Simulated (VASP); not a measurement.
A run of VASP 6.6.1 is set up as follows.

The input INCAR:

```
ALGO = Normal ; EDIFF = 1E-6
ENCUT = 520 ; GGA = PE
ISIF = 2 ; ISMEAR = -1
ISYM = 0 ; LASPH = T
LCHARG = F ; LREAL = F
LWAVE = F ; NBANDS = 12
NELM = 60 ; PREC = Accurate
SIGMA = 0.05
```

The input KPOINTS:

```
k-points
0
Gamma
  14 14 16
```

Contents of POSCAR:

```
Ga
1.0
   -1.4270204850      1.4270204850      2.2655474793
    1.4270204850     -1.4270204850      2.2655474793
    1.4270204850      1.4270204850     -2.2655474793
Ga
1
Direct
    0.0000000000      0.0000000000      0.0000000000
```

Potentials or basis: VASP PAW PBE potentials, release 64 (Ga_d).

Launch:

```bash
$ cat potpaw_PBE.64/Ga_d/POTCAR > POTCAR
$ mpirun -np 1 vasp_std > vasp.out
```

Task: Estimate the pressure.

Result: 1.3 GPa.

Task: Estimate the band gap on the k mesh.

Result: Zero (an odd number of electrons rules out a gap without spin polarisation).

Stress tensor (GPa, compression positive):
```
 1.45 -0.14  0.10
-0.14  1.45  0.10
 0.10  0.10  1.01
```
